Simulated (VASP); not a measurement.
# CdTe (F-43m) in VASP: further runs, part 2 of 2

VASP 6.6.1.

### 3 Single point, r2SCAN

This run uses another cell than the first one, of 35.26 Å³/atom.

The input, POSCAR:

```
CdTe
1.0
    0.0000000000      3.2791751303      3.2791751303
    3.2791751303      0.0000000000      3.2791751303
    3.2791751303      3.2791751303      0.0000000000
Cd Te
1 1
Direct
    0.0000000000      0.0000000000      0.0000000000
    0.2500000000      0.2500000000      0.2500000000
```

The input, INCAR.step1:

```
SYSTEM = CdTe
  ALGO = Normal
  EDIFF = 1E-5
  ENCUT = 550
  GGA = PE
  GGA_COMPAT = .False.
  ISMEAR = 0
  LASPH = .True.
  LCHARG = .False.
  LREAL = .False.
  LWAVE = .True.
  NBANDS = 16
  NELM = 120
  PREC = Accurate
  SIGMA = 0.02
```

The input, INCAR.step2:

```
SYSTEM = CdTe
  ALGO = Normal
  EDIFF = 1E-6
  ENCUT = 550
  GGA_COMPAT = .False.
  ISIF = 2
  ISMEAR = 0
  ISTART = 1
  LASPH = .True.
  LCHARG = .False.
  LMIXTAU = .True.
  LREAL = .False.
  LWAVE = .False.
  METAGGA = R2SCAN
  NBANDS = 16
  NELM = 120
  PREC = Accurate
  SIGMA = 0.02
```

The input, KPOINTS:

```
k-points
0
Gamma
  8 8 8
  0 0 0
```

Potentials or basis: VASP PAW PBE potentials, release 64 (Cd, Te).

Started as:

```sh
$ cat potpaw_PBE.64/Cd/POTCAR potpaw_PBE.64/Te/POTCAR > POTCAR
$ cp INCAR.step1 INCAR
$ mpirun -np 1 vasp_std > vasp.out
$ cp INCAR.step2 INCAR
$ mpirun -np 1 vasp_std > vasp.out
```

OUTCAR:

```text
SYSTEM = CdTe
   EDIFF = 1E-6
   ENCUT = 550
   ISIF = 2
   ISMEAR = 0
   ISTART = 1
   LASPH = .True.
   LREAL = .False.
   METAGGA = R2SCAN
   NELM = 120
   PREC = Accurate

 ion  position               nearest neighbor table
   1  0.000  0.000  0.000-   2 2.84   2 2.84   2 2.84   2 2.84
   2  0.250  0.250  0.250-   1 2.84   1 2.84   1 2.84   1 2.84

  LATTYP: Found a face centered cubic cell.
 ALAT       =     6.5583502606

  Lattice vectors:

 A1 = (   0.0000000000,   3.2791751303,   3.2791751303)
 A2 = (   3.2791751303,   0.0000000000,   3.2791751303)
 A3 = (   3.2791751303,   3.2791751303,   0.0000000000)

Analysis of symmetry for initial positions (statically):
=====================================================================
 Subroutine PRICEL returns:
 Original cell was already a primitive cell.

 Routine SETGRP: Setting up the symmetry group for a
 face centered cubic supercell.

 Subroutine GETGRP returns: Found 24 space group operations
 (whereof 24 operations were pure point group operations)
 out of a pool of 48 trial point group operations.

The static configuration has the point symmetry T_d .

Analysis of symmetry for dynamics (positions and initial velocities):
=====================================================================
 Subroutine PRICEL returns:
 Original cell was already a primitive cell.

 Routine SETGRP: Setting up the symmetry group for a
 face centered cubic supercell.

 Subroutine GETGRP returns: Found 24 space group operations
 (whereof 24 operations were pure point group operations)
 out of a pool of 48 trial point group operations.

The dynamic configuration has the point symmetry T_d .

 Subroutine INISYM returns: Found 24 space group operations
 (whereof 24 operations are pure point group operations),
 and found     1 'primitive' translations

----------------------------------------------------------------------------------------

                                     Primitive cell

[... 104 lines left out ...]
   EFERMI =   0.00;   METHOD = LEGACY
   ISMEAR =     0;   SIGMA  =   0.02  broadening in eV -4-tet -1-fermi 0-gaus
   EFERMI_NEDOS =   21; number of points for ismear=-14 and -15
   IALGO  =     38    algorithm
   IMIX   =      4    mixing-type and parameters
     AMIX     =   0.40;   BMIX     =  1.00
     AMIX_MAG =   1.60;   BMIX_MAG =  1.00
  volume/ion in A,a.u.               =      35.26       237.95
  Fermi-wavevector in a.u.,A,eV,Ry     =   1.038463  1.962411 14.672598  1.078406
  Thomas-Fermi vector in A             =   2.172948
   LORBIT       =      0    0 simple, 1 ext, 2 COOP (PROOUT), +10 PAW based schemes
   METAGGA = R2SCAN    functional components
   LHFCALC =     F    Hartree Fock is set to
   AEXX    =    0.0000 exact exchange contribution
   IVDW    =     0    specifies the selected vdW correction
   LEPSILON=     F    determine dielectric tensor
   LRPA    =     F    only Hartree local field effects (RPA)
 non-spin polarized calculation
 Gauss-broadening in eV      SIGMA  =   0.02
  energy-cutoff  :      550.00
  volume of cell :       70.52
 maximum number of plane-waves:      2120
   NGX = 17   NGY = 17   NGZ = 17

 number of electron      18.0000005 magnetization

 Free energy of the ion-electron system (eV)
  ---------------------------------------------------
  ext. energy  EPLUGINS =         0.00000000
  ---------------------------------------------------
  free energy    TOTEN  =       -46.64531255 eV

  energy without entropy =      -46.64531255  energy(sigma->0) =      -46.64531255

 E-fermi :   1.9252     XC(G=0):  -8.9396

 val. band max:        1.7811829771   @ k =   0.0000   0.0000   0.0000
 cond. band min:       2.9383125728   @ k =   0.0000   0.0000   0.0000
 fundamental gap:      1.1571295957
 Fermi energy:         1.9251698905

 k-point     1 :       0.0000    0.0000    0.0000
  band No.  band energies     occupation
      1      -9.5411      2.00000
      2      -6.6642      2.00000
      3      -6.6642      2.00000
      4      -6.6642      2.00000
      5      -6.4069      2.00000
      6      -6.4069      2.00000
[... 433 lines left out ...]
      3      -6.5668      2.00000
      4      -6.4208      2.00000
      5      -6.4013      2.00000
      6      -5.9688      2.00000
[... 8 lines left out ...]
     15      12.3464      0.00000
     16      12.9153      0.00000

 [... further k-points ...]
[... 5 lines left out ...]
  --------------------------------------------------------------------------------------
  -------------------------------------------------------------------------------------
  Total        0.0365329      0.0365329      0.0365329     -0.0000000      0.0000000     -0.0000000
  in kB        0.8299857      0.8299857      0.8299857     -0.0000000      0.0000000     -0.0000000
  external PRESSURE =       0.8299857 kB  Pullay stress =       0.0000000 kB

 VOLUME and BASIS-vectors are now :
 -----------------------------------------------------------------------------
  energy-cutoff  :      550.00
  volume of cell :       70.52
      direct lattice vectors                 reciprocal lattice vectors
     0.000000000  3.279175130  3.279175130    -0.152477370  0.152477370  0.152477370
     3.279175130  0.000000000  3.279175130     0.152477370 -0.152477370  0.152477370
     3.279175130  3.279175130  0.000000000     0.152477370  0.152477370 -0.152477370

 POSITION                                       TOTAL-FORCE (eV/Angst)
 -----------------------------------------------------------------------------------
      0.00000      0.00000      0.00000         0.000000      0.000000      0.000000
      1.63959      1.63959      1.63959        -0.000000     -0.000000     -0.000000
 -----------------------------------------------------------------------------------
    total drift:                                0.000000      0.000000      0.000000

  FREE ENERGIE OF THE ION-ELECTRON SYSTEM (eV)
  ---------------------------------------------------
  free  energy   TOTEN  =       -46.6453125520 eV

  energy  without entropy=      -46.6453125520  energy(sigma->0) =      -46.64531255
```

Wall time 1.8 min (1 thread of Intel Xeon 8259CL, shared host); peak memory 0.23 GiB.

Results:

| Quantity | Value |
| --- | --- |
| Free energy | -46.6453 eV |
| Pressure | 0.1 GPa |
| Band gap on the k mesh | 1.16 eV |

Caveat: the PAW data sets were made with another functional, which shifts forces and pressure a little; spin-orbit coupling is left out, which moves the levels of the heavy elements.

### 4 Relaxation of cell and atoms, r2SCAN

The input, POSCAR:

```
CdTe
1.0
    0.0000000000      3.2500000000      3.2500000000
    3.2500000000      0.0000000000      3.2500000000
    3.2500000000      3.2500000000      0.0000000000
Cd Te
1 1
Direct
    0.0000000000      0.0000000000      0.0000000000
    0.2500000000      0.2500000000      0.2500000000
```

The input, INCAR.step1:

```
ALGO = Normal
EDIFF = 1E-5
EDIFFG = -0.005
ENCUT = 550
GGA = PE
GGA_COMPAT = F
IBRION = 2
ISIF = 3
ISMEAR = 0
LASPH = T
LCHARG = F
LREAL = F
LWAVE = T
NELM = 120
NELMIN = 4
NSW = 100
PREC = Accurate
SIGMA = 0.02
```

The input, INCAR.step2:

```
ALGO = Normal
EDIFF = 1E-7
EDIFFG = -0.002
ENCUT = 550
GGA_COMPAT = F
IBRION = 2
ISIF = 3
ISMEAR = 0
ISTART = 1
LASPH = T
LCHARG = F
LMIXTAU = T
LREAL = F
LWAVE = F
METAGGA = R2SCAN
NELM = 120
NELMIN = 4
NSW = 100
PREC = Accurate
SIGMA = 0.02
```

The input, KPOINTS:

```
k-points
0
Gamma
  8 8 8
```

Started as:

```sh
$ cat potpaw_PBE.64/Cd/POTCAR potpaw_PBE.64/Te/POTCAR > POTCAR
$ cp INCAR.step1 INCAR
$ mpirun -np 1 vasp_std > vasp.out
$ cp INCAR.step2 INCAR
$ mpirun -np 1 vasp_std > vasp.out
```

It took 7.6 min on 1 thread of Intel Xeon 8259CL, shared host; peak memory 0.25 GiB.

Results (log left out):

| Property | Result |
| --- | --- |
| Free energy | -46.6451 eV |
| Relaxed volume | 35.32 Å³/atom |
| Relaxed cell | a = 4.640 Å, b = 4.640 Å, c = 4.640 Å, α = 60.00°, β = 60.00°, γ = 60.00° |
| Space group after relaxing (to 0.1 Å) | F-43m (No. 216) |
| Energy gained by relaxing | 3.7 meV/atom |
| Ionic steps | 3 |
| Pressure after relaxing | 0.0 GPa |
| Band gap on the k mesh | 1.15 eV |

Step by step:
| step | energy change (eV) | largest force (eV/Å) | pressure (GPa) | volume (Å³) |
| --- | --- | --- | --- | --- |
| 1 | 0.0000 | 0.0000 | 1.23 | 68.66 |
| 2 | -0.0067 | 0.0000 | -0.36 | 71.32 |
| 3 | -0.0074 | 0.0000 | 0.01 | 70.65 |

Final structure:
```
Cd Te
1.0
     0.00000    3.28110    3.28110
     3.28110    0.00000    3.28110
     3.28110    3.28110    0.00000
Cd Te
1 1
Direct
  0.00000 0.00000 0.00000
  0.25000 0.25000 0.25000
```

Levels at points of the mesh, in eV from the valence-band top:
| k point | band 7 | band 8 | band 9 | band 10 | band 11 | band 12 |
| --- | --- | --- | --- | --- | --- | --- |
| (0.00, 0.00, 0.00) | 0.00 | 0.00 | 0.00 | 1.15 | 5.06 | 5.06 |
| (0.50, 0.00, 0.00) | -4.28 | -0.74 | -0.74 | 2.19 | 5.60 | 5.60 |
| (0.50, 0.50, 0.00) | -4.17 | -1.78 | -1.78 | 2.96 | 2.99 | 9.24 |

Caveat: the PAW data sets were made with another functional, which shifts forces and pressure a little; spin-orbit coupling is left out, which moves the levels of the heavy elements.

### 5 Summary

```csv
task,cell,k mesh,smearing,gap on the mesh (eV),pressure (GPa)
single point,"a = 4.596 Å, angles 60.0°, 2 atoms",6 × 6 × 6,gaussian 0.1 eV,1.24,1.2
single point,"a = 4.637 Å, angles 60.0°, 2 atoms",8 × 8 × 8,gaussian 0.02 eV,1.16,0.1
relaxation of cell and atoms,"relaxed from a = 4.596 Å, angles 60.0°, 2 atoms",8 × 8 × 8,gaussian 0.02 eV,1.15,0.0
```

Alike in all rows: level r2SCAN; potentials or basis VASP PAW PBE potentials, release 64 (Cd, Te); no spin polarisation; cutoff (eV) 550.

Caveats: the PAW data sets were made with another functional, which shifts forces and pressure a little; spin-orbit coupling is left out, which moves the levels of the heavy elements.

Absolute energies hang on the potentials; compare differences alone.
